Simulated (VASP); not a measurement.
Set up this calculation in VASP 6.6.1, as the native input.

```yaml
Task: single point
Functional: PBE
Potentials_or_basis: VASP PAW PBE potentials, release 64 (Si, C)
Cutoff: 520 eV
k_mesh: 8 × 8 × 8
Occupations: gaussian, width 0.05 eV
Spin: no spin polarisation
Dipole_correction: no
Further_INCAR_settings: ALGO = Normal; EDIFF = 1e-06; NBANDS = 11
```

The structure of SiC (Moissanite 3C) lies in POSCAR:

```
SiC
1.0
    0.0000000000      2.1830665347      2.1830665347
    2.1830665347      0.0000000000      2.1830665347
    2.1830665347      2.1830665347      0.0000000000
Si C
1 1
Direct
    0.0000000000      0.0000000000      0.0000000000
    0.2500000000      0.2500000000      0.2500000000
```

One way to write it, as run:

INCAR

```
PREC     = Accurate       # precision mode
ENCUT    = 520            # plane-wave cutoff, eV
EDIFF    = 1E-6           # SCF threshold, eV
ISMEAR   = 0              # smearing method
SIGMA    = 0.05           # smearing width, eV
LREAL    = F              # projectors in reciprocal space
LASPH    = T              # aspherical terms in the spheres
NELM     = 100            # most SCF steps
ALGO     = Normal         # electronic algorithm
ISIF     = 2              # what is computed and relaxed
LWAVE    = F              # write WAVECAR
LCHARG   = F              # write CHGCAR
GGA      = PE             # functional
NBANDS   = 11             # bands
```

KPOINTS

```
Automatic mesh
0
Gamma
  8 8 8
```

Potentials or basis: VASP PAW PBE potentials, release 64 (Si, C).

Command:

```console
$ cat potpaw_PBE.64/Si/POTCAR potpaw_PBE.64/C/POTCAR > POTCAR
$ mpirun -np 1 vasp_std > vasp.out
```

Results of the run:

| Quantity | Value |
| --- | --- |
| Pressure | 2.0 GPa |
| Band gap on the k mesh | 1.36 eV, indirect (least direct gap 4.54 eV) |

Run time: 4.6 s on 1 thread of AMD EPYC 7R13 Processor (Zen 3), with other jobs on the host, peak memory 0.1 GiB.
